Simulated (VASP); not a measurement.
# Cu (Pm-3m) in VASP: relaxation of cell and atoms with PBEsol

Aim: the relaxation of cell and atoms of Cu with PBEsol.

Everything below comes from runs of VASP 6.6.1. Logs are shortened: lines on timing, memory, paths and dates and some standing lists are left out, and cuts for length are marked.

## 1. The cell of the first run

The structure is cubic, space group Pm-3m (No. 221). Conventional cell: a = 2.303 Å, b = 2.303 Å, c = 2.303 Å, α = 90.00°, β = 90.00°, γ = 90.00°. Within 3.0 Å of Cu (site symmetry m-3m) lie 6 Cu at 2.30 Å.

This isn't the form of Cu at room conditions, which is fcc.

## 2. Relaxation of cell and atoms, PBEsol

The input, INCAR:

```
  PREC = Accurate
  ENCUT = 820
  EDIFF = 1E-7
  ISMEAR = -1
  SIGMA = 0.08
  LREAL = F
  LASPH = T
  NELM = 120
  ALGO = Normal
  ISIF = 3
  LWAVE = F
  LCHARG = F
  GGA = PS
  IBRION = 2
  NSW = 60
  EDIFFG = -0.005
  GGA_COMPAT = F
  NELMIN = 4
```

The input, KPOINTS:

```
Automatic mesh
0
Gamma
  18 18 18
```

The input, POSCAR:

```
Cu
1.0
    2.3027365034      0.0000000000      0.0000000000
    0.0000000000      2.3027365034      0.0000000000
    0.0000000000      0.0000000000      2.3027365034
Cu
1
Direct
    0.0000000000      0.0000000000      0.0000000000
```

Potentials or basis: VASP PAW PBE potentials, release 64 (Cu_sv_GW).

Started as:

```bash
$ cat potpaw_PBE.64/Cu_sv_GW/POTCAR > POTCAR
$ mpirun -np 1 vasp_std > vasp.out
```

OUTCAR:

```text
PREC = Accurate
   ENCUT = 820
   EDIFF = 1E-7
   ISMEAR = -1
   LREAL = F
   LASPH = T
   NELM = 120
   ISIF = 3
   GGA = PS
   IBRION = 2
   NSW = 60
   EDIFFG = -0.005
   NELMIN = 4

 ion  position               nearest neighbor table
   1  0.000  0.000  0.000-

  LATTYP: Found a simple cubic cell.
 ALAT       =     2.3027365034

  Lattice vectors:

 A1 = (   2.3027365034,   0.0000000000,   0.0000000000)
 A2 = (   0.0000000000,   2.3027365034,   0.0000000000)
 A3 = (   0.0000000000,   0.0000000000,   2.3027365034)

Analysis of symmetry for initial positions (statically):
=====================================================================
 Subroutine PRICEL returns:
 Original cell was already a primitive cell.

 Routine SETGRP: Setting up the symmetry group for a
 simple cubic supercell.

 Subroutine GETGRP returns: Found 48 space group operations
 (whereof 48 operations were pure point group operations)
 out of a pool of 48 trial point group operations.

The static configuration has the point symmetry O_h .

Analysis of symmetry for dynamics (positions and initial velocities):
=====================================================================
 Subroutine PRICEL returns:
 Original cell was already a primitive cell.

 Routine SETGRP: Setting up the symmetry group for a
 simple cubic supercell.

 Subroutine GETGRP returns: Found 48 space group operations
 (whereof 48 operations were pure point group operations)
 out of a pool of 48 trial point group operations.

The dynamic configuration has the point symmetry O_h .

 Subroutine INISYM returns: Found 48 space group operations
 (whereof 48 operations are pure point group operations),
 and found     1 'primitive' translations

----------------------------------------------------------------------------------------

                                     Primitive cell

  volume of cell :      12.2105

  direct lattice vectors                    reciprocal lattice vectors
     2.302736503  0.000000000  0.000000000     0.434265926  0.000000000  0.000000000
     0.000000000  2.302736503  0.000000000     0.000000000  0.434265926  0.000000000
     0.000000000  0.000000000  2.302736503     0.000000000  0.000000000  0.434265926

  length of vectors
     2.302736503  2.302736503  2.302736503     0.434265926  0.434265926  0.434265926

  position of ions in fractional coordinates (direct lattice)
     0.000000000  0.000000000  0.000000000

  ion indices of the primitive-cell ions
   primitive index   ion index
                 1           1

----------------------------------------------------------------------------------------

 KPOINTS: Automatic mesh

Automatic generation of k-mesh.
 Grid dimensions read from file:
 generate k-points for:   18   18   18

 Generating k-lattice:

  Cartesian coordinates                     Fractional coordinates (reciprocal lattice)
     0.024125885  0.000000000  0.000000000     0.055555556  0.000000000  0.000000000
     0.000000000  0.024125885  0.000000000     0.000000000  0.055555556  0.000000000
     0.000000000  0.000000000  0.024125885     0.000000000  0.000000000  0.055555556

  Length of vectors
     0.024125885  0.024125885  0.024125885

  Shift w.r.t. Gamma in fractional coordinates (k-lattice)
     0.000000000  0.000000000  0.000000000

 Subroutine IBZKPT returns following result:
 ===========================================

 Found    220 irreducible k-points:

 Following reciprocal coordinates:
            Coordinates               Weight
  0.000000  0.000000  0.000000      1.000000
  0.055556  0.000000  0.000000      6.000000
  0.111111  0.000000  0.000000      6.000000
  0.166667  0.000000  0.000000      6.000000
  0.222222  0.000000  0.000000      6.000000
  0.277778  0.000000  0.000000      6.000000
[... 16 lines left out ...]
  0.277778  0.111111  0.000000     24.000000
  0.333333  0.111111  0.000000     24.000000
 [... further k-points ...]
   k-points           NKPTS =    220   k-points in BZ     NKDIM =    220   number of bands    NBANDS=     13
   number of dos      NEDOS =    301   number of ions     NIONS =      1
   total plane-waves  NPLWV =  13824
   dimension x,y,z NGX =    24 NGY =   24 NGZ =   24
   dimension x,y,z NGXF=    48 NGYF=   48 NGZF=   48
   ions per type =               1
   NGX,Y,Z   is equivalent  to a cutoff of  17.33, 17.33, 17.33 a.u.
   NGXF,Y,Z  is equivalent  to a cutoff of  34.65, 34.65, 34.65 a.u.
 SYSTEM =  unknown system
   PREC   = accura    normal or accurate (medium, high low for compatibility)
   ISTART =      0    job   : 0-new  1-cont  2-samecut
   ICHARG =      2    charge: 1-file 2-atom 10-const
   ISPIN  =      1    spin polarized calculation?
   LNONCOLLINEAR =      F non collinear calculations
   LSORBIT =      F    spin-orbit coupling
   LASPH  =      T    aspherical Exc in radial PAW
   ENCUT  =  820.0 eV  60.27 Ry    7.76 a.u.   5.38  5.38  5.38*2*pi/ulx,y,z
   NELM   =    120;   NELMIN=  4; NELMDL= -5     # of ELM steps
   EDIFF  = 0.1E-06   stopping-criterion for ELM
   LREAL  =      F    real-space projection
   EDIFFG = -.5E-02   stopping-criterion for IOM
   NSW    =     60    number of steps for IOM
   IBRION =      2    ionic relax: 0-MD 1-quasi-New 2-CG
   NFREE  =      1    steps in history (QN), initial steepest desc. (CG)
   ISIF   =      3    stress and relaxation
   ISYM   =      2    0-nonsym 1-usesym 2-fastsym
   POTIM  = 0.5000    time-step for ionic-motion
   TEBEG  =    0.0;   TEEND  =   0.0 temperature during run
   PSTRESS=    0.0 pullay stress
   NELECT =      19.0000    total number of electrons
   NUPDOWN=      -1.0000    fix difference up-down
   EMIN   =  10.00;   EMAX   =-10.00  energy-range for DOS
   EFERMI =   0.00;   METHOD = LEGACY
   ISMEAR =    -1;   SIGMA  =   0.08  broadening in eV -4-tet -1-fermi 0-gaus
   EFERMI_NEDOS =   21; number of points for ismear=-14 and -15
   IALGO  =     38    algorithm
   IMIX   =      4    mixing-type and parameters
     AMIX     =   0.40;   BMIX     =  1.00
     AMIX_MAG =   1.60;   BMIX_MAG =  1.00
  volume/ion in A,a.u.               =      12.21        82.40
  Fermi-wavevector in a.u.,A,eV,Ry     =   1.897063  3.584930 48.965307  3.598849
  Thomas-Fermi vector in A             =   2.936938
   LORBIT       =      0    0 simple, 1 ext, 2 COOP (PROOUT), +10 PAW based schemes
   GGA     = PS    functional components
   LHFCALC =     F    Hartree Fock is set to
   AEXX    =    0.0000 exact exchange contribution
   IVDW    =     0    specifies the selected vdW correction
   LEPSILON=     F    determine dielectric tensor
   LRPA    =     F    only Hartree local field effects (RPA)
 conjugate gradient relaxation of ions
 non-spin polarized calculation
  energy-cutoff  :      820.00
  volume of cell :       12.21
 maximum number of plane-waves:       672
 NGX is ok and might be reduce to    24
   NGX = 11   NGY = 11   NGZ = 11

--------------------------------------- Ionic step        1  -------------------------------------------

 number of electron      19.0000007 magnetization

 Free energy of the ion-electron system (eV)
  ---------------------------------------------------
  ext. energy  EPLUGINS =         0.00000000
  ---------------------------------------------------
  free energy    TOTEN  =        -3.82857159 eV

  energy without entropy =       -3.82301640  energy(sigma->0) =       -3.82579400

------------------------ aborting loop because EDIFF is reached ----------------------------------------

  FORCE on cell =-STRESS in cart. coord.  units (eV):
  Direction    XX          YY          ZZ          XY          YZ          ZX
  --------------------------------------------------------------------------------------
  -------------------------------------------------------------------------------------
  Total        0.7388263      0.7388263      0.7388263     -0.0000000     -0.0000000      0.0000000
  in kB       96.9438407     96.9438407     96.9438407     -0.0000000     -0.0000000      0.0000000
  external PRESSURE =      96.9438407 kB  Pullay stress =       0.0000000 kB
[... 55 lines left out ...]
  energy  without entropy=       -3.8320506017  energy(sigma->0) =       -3.83475380

--------------------------------------- Ionic step        3  -------------------------------------------

 number of electron      19.0000006 magnetization

 Free energy of the ion-electron system (eV)
  ---------------------------------------------------
  ext. energy  EPLUGINS =         0.00000000
  ---------------------------------------------------
  free energy    TOTEN  =        -3.84962004 eV

  energy without entropy =       -3.84417347  energy(sigma->0) =       -3.84689676

 E-fermi :   6.1293     XC(G=0): -12.8817

 val. band max:        6.0945642410   @ k =   0.3333   0.2778   0.2222
 cond. band min:       6.1681874935   @ k =   0.3889   0.2778   0.1111
 fundamental gap:      0.0736232525
 Fermi energy:         6.1292793774

 k-point     1 :       0.0000    0.0000    0.0000
  band No.  band energies     occupation
      1    -105.8215      2.00000
      2     -63.2740      2.00000
      3     -63.2740      2.00000
      4     -63.2740      2.00000
      5      -2.3986      2.00000
      6       2.0748      2.00000
      7       2.0748      2.00000
      8       4.8913      2.00000
      9       4.8913      2.00000
     10       4.8913      2.00000
     11      24.4284      0.00000
     12      24.4284      0.00000
     13      24.4284      0.00000
[... 353 lines left out ...]
 k-point    24 :       0.3333    0.1111    0.0000
  band No.  band energies     occupation
      1    -105.8090      2.00000
      2     -63.3857      2.00000
      3     -63.2834      2.00000
      4     -63.2647      2.00000
      5       0.6577      2.00000
      6       2.4595      2.00000
      7       3.1764      2.00000
      8       4.2438      2.00000
      9       4.3144      2.00000
     10       4.8499      2.00000
     11      12.3488      0.00000
     12      24.0093      0.00000
     13      28.6651      0.00000

 [... further k-points ...]

------------------------ aborting loop because EDIFF is reached ----------------------------------------

  FORCE on cell =-STRESS in cart. coord.  units (eV):
  Direction    XX          YY          ZZ          XY          YZ          ZX
  --------------------------------------------------------------------------------------
  -------------------------------------------------------------------------------------
  Total        0.0046288      0.0046288      0.0046288      0.0000000      0.0000000     -0.0000000
  in kB        0.5727383      0.5727383      0.5727383      0.0000000      0.0000000     -0.0000000
  external PRESSURE =       0.5727383 kB  Pullay stress =       0.0000000 kB
[... 16 lines left out ...]
  FREE ENERGIE OF THE ION-ELECTRON SYSTEM (eV)
  ---------------------------------------------------
  free  energy   TOTEN  =        -3.8496200389 eV

  energy  without entropy=       -3.8441734748  energy(sigma->0) =       -3.84689676

 reached required accuracy - stopping structural energy minimisation
```

Run time: 87 s. Hardware: 1 thread of AMD EPYC 9R45 (Zen 5), shared host; peak memory 0.19 GiB.

What came out:

```
Free energy                           : -3.8496 eV
Relaxed volume                        : 12.95 Å³/atom
Relaxed cell                          : a = 2.348 Å, b = 2.348 Å, c = 2.348 Å, α = 90.00°, β = 90.00°, γ = 90.00°
Space group after relaxing (to 0.1 Å) : Pm-3m (No. 221)
Energy gained by relaxing             : 21.0 meV/atom
Ionic steps                           : 3
Pressure after relaxing               : 0.1 GPa
Band gap on the k mesh                : zero (an odd number of electrons rules out a gap without spin polarisation)
```

The path:
```csv
step,energy change (eV),largest force (eV/Å),pressure (GPa),volume (Å³)
1,0.0000,0.0000,9.69,12.21
2,-0.0089,0.0000,-6.01,13.56
3,-0.0210,0.0000,0.06,12.95
```

Final structure:
```
Cu
1.0
     2.34823    0.00000    0.00000
     0.00000    2.34823    0.00000
     0.00000    0.00000    2.34823
Cu
1
Direct
  0.00000 0.00000 0.00000
```

Caveat: the PAW data sets were made with another functional, which shifts forces and pressure a little.

The gap in the log of VASP goes by the Fermi energy; the results here count the filled bands.